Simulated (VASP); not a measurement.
Wanted: the native input for a VASP 6.6.1 run.

- Task: relaxation of cell and atoms
- Functional: PBE
- Potentials or basis: VASP PAW PBE potentials, release 64 (S)
- Cutoff: 600 eV
- k mesh: 16 × 16 × 16
- Occupations: fermi-dirac, width 0.08 eV
- Spin: no spin polarisation
- Target pressure: 58 GPa
- Dipole correction: no
- Further INCAR settings: ALGO = Normal; EDIFF = 1e-06; IBRION = 2; EDIFFG = -0.005; NSW = 32; ISIF = 3

The structure of S lies in POSCAR:

```
S
1.0
    2.2876176315      0.0000000000      0.0000000000
    0.0000000000      2.2876176315      0.0000000000
    0.0000000000      0.0000000000      2.2876176315
S
1
Direct
    0.0000000000      0.0000000000      0.0000000000
```

This isn't the form of S at room conditions, which is orthorhombic, of S8 rings.

One way to write it, as run:

INCAR

```
PREC = Accurate
ENCUT = 600
EDIFF = 1E-6
ISMEAR = -1
SIGMA = 0.08
LREAL = False
LASPH = True
NELM = 80
ALGO = Normal
ISIF = 3
LWAVE = False
LCHARG = False
GGA = PE
IBRION = 2
NSW = 32
EDIFFG = -0.005
PSTRESS = 580.0
```

KPOINTS

```
Automatic mesh
0
Gamma
  16 16 16
```

Potentials or basis: VASP PAW PBE potentials, release 64 (S).

Command:

```sh
$ cat potpaw_PBE.64/S/POTCAR > POTCAR
$ mpirun -np 1 vasp_std > vasp.out
```

It gave:

```json
{
  "Relaxed volume": "11.96 Å³/atom",
  "Relaxed cell": "a = 2.287 Å, b = 2.287 Å, c = 2.287 Å, α = 90.00°, β = 90.00°, γ = 90.00°",
  "Space group after relaxing (to 0.1 Å)": "Pm-3m (No. 221)",
  "Energy change on relaxing (the run minimises the enthalpy)": "+4.9 meV/atom",
  "Ionic steps": "3",
  "Pressure after relaxing": "58.0 GPa",
  "Band gap on the k mesh": "zero (bands 3 and 4 overlap by 10.53 eV)"
}
```

Caveat: the cell is relaxed towards a set pressure, so the run minimises the enthalpy, not the energy.

Run time: 7.1 s on 1 thread of Intel(R) Xeon(R) 6975P-C (Granite Rapids), on a shared host, peak memory 0.12 GiB.
